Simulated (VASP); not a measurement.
# Sr (P6_3/mmc) in VASP: a series of runs, part 2 of 2

VASP 6.6.1. The steps go on from the part before.

## (3) Single point, LDA (45.08 Å³/atom)

This run uses another cell than the first one, of 45.08 Å³/atom.

Input file INCAR:

```
ALGO     = Normal         # electronic algorithm
EDIFF    = 1E-6           # SCF threshold, eV
ENCUT    = 520            # plane-wave cutoff, eV
ISIF     = 2              # what is computed and relaxed
ISMEAR   = -1             # smearing method
LASPH    = True           # aspherical terms in the spheres
LCHARG   = True           # write CHGCAR
LELF     = True           # ELF
LREAL    = False          # projectors in reciprocal space
LVHAR    = True         
LWAVE    = False          # write WAVECAR
NBANDS   = 17             # bands
NELM     = 100            # most SCF steps
PREC     = Accurate       # precision mode
SIGMA    = 0.1            # smearing width, eV
```

Input file KPOINTS:

```
k-points
0
Gamma
  10 10 6
```

Input file POSCAR:

```
Sr
1.0
    3.9908739151      0.0000000000      0.0000000000
   -1.9954369575      3.4561981938      0.0000000000
    0.0000000000      0.0000000000      6.5366734665
Sr
2
Direct
    0.3333333333      0.6666666667      0.2500000000
    0.6666666667      0.3333333333      0.7500000000
```

Potentials or basis: VASP PAW LDA potentials, release 64 (Sr_sv).

The run is started by

```sh
$ cat potpaw_LDA.64/Sr_sv/POTCAR > POTCAR
$ mpirun -np 1 vasp_std > vasp.out
```

OUTCAR:

```text
EDIFF = 1E-6
   ENCUT = 520
   ISIF = 2
   ISMEAR = -1
   LASPH = True
   LREAL = False
   NELM = 100
   PREC = Accurate

 ion  position               nearest neighbor table
   1  0.333  0.667  0.250-   2 4.00   2 4.00   2 4.00   2 4.00   2 4.00   2 4.00
   2  0.667  0.333  0.750-   1 4.00   1 4.00   1 4.00   1 4.00   1 4.00   1 4.00

  LATTYP: Found a hexagonal cell.
 ALAT       =     3.9908739151
 C/A-ratio  =     1.6379052823

  Lattice vectors:

 A1 = (   3.9908739151,   0.0000000000,   0.0000000000)
 A2 = (  -1.9954369575,   3.4561981938,   0.0000000000)
 A3 = (   0.0000000000,   0.0000000000,   6.5366734665)

Analysis of symmetry for initial positions (statically):
=====================================================================
 Subroutine PRICEL returns:
 Original cell was already a primitive cell.

 Routine SETGRP: Setting up the symmetry group for a
 hexagonal supercell.

 Subroutine GETGRP returns: Found 24 space group operations
 (whereof 12 operations were pure point group operations)
 out of a pool of 24 trial point group operations.

The static configuration has the point symmetry D_3d.
 The point group associated with its full space group is D_6h.

[... 162 lines left out ...]

 val. band max:        2.0834358542   @ k =   0.3000   0.3000   0.3333
 cond. band min:       2.1366154888   @ k =   0.3000   0.1000   0.0000
 fundamental gap:      0.0531796347
 Fermi energy:         2.1034954284

 k-point     1 :       0.0000    0.0000    0.0000
  band No.  band energies     occupation
      1     -33.9331      2.00000
      2     -33.8972      2.00000
      3     -16.2539      2.00000
      4     -15.9102      2.00000
      5     -15.9102      2.00000
      6     -15.8584      2.00000
[... 457 lines left out ...]
      4     -16.1641      2.00000
      5     -16.0539      2.00000
      6     -16.0052      2.00000
[... 9 lines left out ...]
     16       6.6296      0.00000
     17       6.9901      0.00000

 [... further k-points ...]

------------------------ aborting loop because EDIFF is reached ----------------------------------------

  FORCE on cell =-STRESS in cart. coord.  units (eV):
  Direction    XX          YY          ZZ          XY          YZ          ZX
  --------------------------------------------------------------------------------------
  -------------------------------------------------------------------------------------
  Total        0.6479076      0.6479076      0.7329588      0.0000000      0.0000000     -0.0000000
  in kB       11.5133098     11.5133098     13.0246689      0.0000000      0.0000000     -0.0000000
  external PRESSURE =      12.0170962 kB  Pullay stress =       0.0000000 kB

 VOLUME and BASIS-vectors are now :
 -----------------------------------------------------------------------------
  energy-cutoff  :      520.00
  volume of cell :       90.16
      direct lattice vectors                 reciprocal lattice vectors
     3.990873915  0.000000000  0.000000000     0.250571685  0.144667630  0.000000000
    -1.995436957  3.456198194  0.000000000     0.000000000  0.289335259  0.000000000
     0.000000000  0.000000000  6.536673466     0.000000000  0.000000000  0.152983013

 POSITION                                       TOTAL-FORCE (eV/Angst)
 -----------------------------------------------------------------------------------
     -0.00000      2.30413      1.63417         0.000000     -0.000000      0.000000
      1.99544      1.15207      4.90251        -0.000000      0.000000      0.000000
 -----------------------------------------------------------------------------------
    total drift:                               -0.000000      0.000000     -0.000000

  FREE ENERGIE OF THE ION-ELECTRON SYSTEM (eV)
  ---------------------------------------------------
  free  energy   TOTEN  =        -3.7967813169 eV

  energy  without entropy=       -3.7128189717  energy(sigma->0) =       -3.75480014
```

stdout:

```text
POSCAR found type information on POSCAR Sr
 POSCAR found :  1 types and       2 ions
 scaLAPACK will be used
 LDA part: xc-table for (Slater(with rela. corr.)+CA(PZ))
 , standard interpolation
 POSCAR, INCAR and KPOINTS ok, starting setup
 FFT: planning ... GRIDC
 FFT: planning ... GRID_SOFT
 FFT: planning ... GRID
 WAVECAR not read
 entering main loop
```

Run time: 31 s. Hardware: 1 thread of Intel Xeon 6975P-C (Granite Rapids), shared host; peak memory 0.21 GiB.

What came out:

```
Free energy            : -3.7968 eV
Pressure               : 1.2 GPa
Band gap on the k mesh : zero (bands 10 and 11 overlap by 0.17 eV)
```

Stress tensor (GPa, compression positive):
```
1.15 0.00 0.00
0.00 1.15 0.00
0.00 0.00 1.30
```

## (4) Single point, LDA (47.04 Å³/atom)

This run uses another cell than the first one, of 47.04 Å³/atom.

Input file INCAR:

```
SYSTEM = Sr
  ALGO = Normal
  EDIFF = 1E-6
  ENCUT = 520
  GGA = CA
  ISIF = 2
  ISMEAR = -1
  LASPH = .True.
  LCHARG = .False.
  LREAL = .False.
  LWAVE = .False.
  NBANDS = 17
  NELM = 100
  PREC = Accurate
  SIGMA = 0.1
```

Input file KPOINTS:

```
k-points
0
Gamma
  10 10 6
  0 0 0
```

Input file POSCAR:

```
Sr
1.0
    4.0478941033      0.0000000000      0.0000000000
   -2.0239470516      3.5055791253      0.0000000000
    0.0000000000      0.0000000000      6.6300671340
Sr
2
Direct
    0.3333333333      0.6666666667      0.2500000000
    0.6666666667      0.3333333333      0.7500000000
```

The run is started by

```sh
$ cat potpaw_LDA.64/Sr_sv/POTCAR > POTCAR
$ mpirun -np 1 vasp_std > vasp.out
```

Wall time 29 s (1 thread of Intel Xeon 6975P-C (Granite Rapids), shared host); peak memory 0.21 GiB.

It converged, with:

- Free energy: -3.8180 eV
- Pressure: 0.5 GPa
- Band gap on the k mesh: zero (bands 10 and 11 overlap by 0.14 eV)

Stress tensor (GPa, compression positive):
```
0.50 0.00 0.00
0.00 0.50 0.00
0.00 0.00 0.60
```

Levels at points of the mesh, in eV from the Fermi level:
| k point | band 8 | band 9 | band 10 | band 11 | band 12 | band 13 |
| --- | --- | --- | --- | --- | --- | --- |
| (0.00, 0.00, 0.00) | -18.06 | -3.86 | -1.24 | 0.39 | 2.39 | 2.41 |
| (0.50, 0.00, 0.00) | -18.11 | -1.12 | -0.47 | -0.05 | 0.26 | 1.50 |
| (0.00, 0.00, 0.50) | -18.09 | -2.78 | -2.78 | 1.32 | 1.32 | 2.40 |
| (0.50, 0.00, 0.50) | -18.15 | -0.92 | -0.92 | 0.47 | 0.47 | 1.42 |

## (5) Single point, LDA (49.00 Å³/atom)

This run uses another cell than the first one, of 49.00 Å³/atom.

Input file INCAR:

```
PREC = Accurate
ENCUT = 520
EDIFF = 1E-6
ISMEAR = -1
SIGMA = 0.1
LREAL = F
LASPH = T
NELM = 100
ALGO = Normal
ISIF = 2
LWAVE = F
LCHARG = T
GGA = CA
LELF = T
LVHAR = T
NBANDS = 17
```

Input file KPOINTS:

```
Automatic mesh
0
Gamma
  10 10 6
```

Input file POSCAR:

```
Sr
1.0
    4.1033515989      0.0000000000      0.0000000000
   -2.0516757994      3.5536067253      0.0000000000
    0.0000000000      0.0000000000      6.7209012589
Sr
2
Direct
    0.3333333333      0.6666666667      0.2500000000
    0.6666666667      0.3333333333      0.7500000000
```

The run is started by

```sh
$ cat potpaw_LDA.64/Sr_sv/POTCAR > POTCAR
$ mpirun -np 1 vasp_std > vasp.out
```

Run time: 27 s. Hardware: 1 thread of Intel Xeon 6975P-C (Granite Rapids), shared host; peak memory 0.22 GiB.

It converged, with:

```
Free energy            : -3.8242 eV
Pressure               : 0.0 GPa
Band gap on the k mesh : zero (bands 10 and 11 overlap by 0.13 eV)
```

Levels at points of the mesh, in eV from the Fermi level:
```
           k point  band 8  band 9  band 10  band 11  band 12  band 13
(0.00, 0.00, 0.00)  -18.16   -3.81    -1.22     0.31     2.34     2.36
(0.50, 0.00, 0.00)  -18.20   -1.13    -0.48    -0.02     0.24     1.44
(0.00, 0.00, 0.50)  -18.18   -2.77    -2.77     1.30     1.30     2.35
(0.50, 0.00, 0.50)  -18.23   -0.89    -0.89     0.42     0.42     1.38
```

## (6) Single point, LDA (50.96 Å³/atom)

This run uses another cell than the first one, of 50.96 Å³/atom.

Input file INCAR:

```
SYSTEM = Sr
  PREC = Accurate
  ENCUT = 520
  EDIFF = 1E-6
  ISMEAR = -1
  SIGMA = 0.1
  LREAL = .False.
  LASPH = .True.
  NELM = 100
  ALGO = Normal
  ISIF = 2
  LWAVE = .False.
  LCHARG = .False.
  GGA = CA
  NBANDS = 17
```

Input file KPOINTS:

```
Automatic mesh
0
Gamma
  10 10 6
  0 0 0
```

Input file POSCAR:

```
Sr
1.0
    4.1573492596      0.0000000000      0.0000000000
   -2.0786746298      3.6003700712      0.0000000000
    0.0000000000      0.0000000000      6.8093443126
Sr
2
Direct
    0.3333333333      0.6666666667      0.2500000000
    0.6666666667      0.3333333333      0.7500000000
```

Potentials or basis: VASP PAW LDA potentials, release 64 (Sr_sv).

The run is started by

```sh
$ cat potpaw_LDA.64/Sr_sv/POTCAR > POTCAR
$ mpirun -np 1 vasp_std > vasp.out
```

Wall time 30 s (1 thread of Intel Xeon 6975P-C (Granite Rapids), shared host); peak memory 0.23 GiB.

The run converged. Its results:

| Item | Value |
| --- | --- |
| Free energy | -3.8175 eV |
| Pressure | -0.5 GPa |
| Band gap on the k mesh | zero (bands 10 and 11 overlap by 0.12 eV) |

Levels at points of the mesh, in eV from the Fermi level:
| k point | band 6 | band 7 | band 8 | band 9 | band 10 | band 11 | band 12 | band 13 | band 14 | band 15 |
| --- | --- | --- | --- | --- | --- | --- | --- | --- | --- | --- |
| (0.00, 0.00, 0.00) | -18.25 | -18.25 | -18.25 | -3.76 | -1.21 | 0.24 | 2.30 | 2.31 | 2.31 | 2.74 |
| (0.50, 0.00, 0.00) | -18.35 | -18.31 | -18.29 | -1.13 | -0.49 | 0.01 | 0.24 | 1.39 | 1.98 | 2.20 |
| (0.00, 0.00, 0.50) | -18.27 | -18.27 | -18.27 | -2.75 | -2.75 | 1.28 | 1.28 | 2.31 | 2.31 | 2.31 |
| (0.50, 0.00, 0.50) | -18.32 | -18.32 | -18.32 | -0.87 | -0.87 | 0.38 | 0.38 | 1.34 | 1.34 | 3.08 |

## (7) Summary

```tsv
cell	gap on the mesh (eV)	pressure (GPa)
a = 3.932, b = 3.932, c = 6.441 Å, angles 90.0, 90.0, 120.0°, 2 atoms	none	2.0
a = 3.991, b = 3.991, c = 6.537 Å, angles 90.0, 90.0, 120.0°, 2 atoms	none	1.2
a = 4.048, b = 4.048, c = 6.630 Å, angles 90.0, 90.0, 120.0°, 2 atoms	none	0.5
a = 4.103, b = 4.103, c = 6.721 Å, angles 90.0, 90.0, 120.0°, 2 atoms	none	0.0
a = 4.157, b = 4.157, c = 6.809 Å, angles 90.0, 90.0, 120.0°, 2 atoms	none	-0.5
```

Alike in all rows: task single point; level LDA; potentials or basis VASP PAW LDA potentials, release 64 (Sr_sv); no spin polarisation; k mesh 10 × 10 × 6; cutoff (eV) 520; smearing fermi-dirac 0.1 eV.

Absolute energies hang on the potentials; compare differences alone.
